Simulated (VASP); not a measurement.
The system is Cu3N.

```
Cu N
1.0
     3.82729    0.00000    0.00000
     0.00000    3.82729    0.00000
     0.00000    0.00000    3.82729
Cu N
3 1
Direct
  0.50000 0.00000 0.00000
  0.00000 0.50000 0.00000
  0.00000 0.00000 0.50000
  0.00000 0.00000 0.00000
```

```yaml
Program: VASP 6.6.1
Task: relaxation of cell and atoms
Functional: LDA
Potentials_or_basis: VASP PAW LDA potentials, release 64 (Cu, N)
Cutoff: 600 eV
k_mesh: 10 × 10 × 10
Occupations: gaussian, width 0.01 eV
Spin: no spin polarisation
```

At the start: pressure -9.7 GPa; volume 14.02 Å³/atom.

Task: Where does the relaxation end?

Result: Over 3 steps the energy falls by 34.3 meV/atom and the volume is 12.96 Å³/atom (-7.5 %); space group Pm-3m (No. 221, to 0.05 Å).

Step by step:
| step | energy change (eV) | largest force (eV/Å) | pressure (GPa) | volume (Å³) |
| --- | --- | --- | --- | --- |
| 1 | 0.0000 | 0.0000 | -9.67 | 56.06 |
| 2 | -0.0850 | 0.0000 | 7.48 | 49.48 |
| 3 | -0.1372 | 0.0000 | -0.04 | 51.83 |

Final structure:
```
Cu N
1.0
     3.72846    0.00000    0.00000
     0.00000    3.72846    0.00000
     0.00000    0.00000    3.72846
Cu N
3 1
Direct
  0.50000 0.00000 0.00000
  0.00000 0.50000 0.00000
  0.00000 0.00000 0.50000
  0.00000 0.00000 0.00000
```
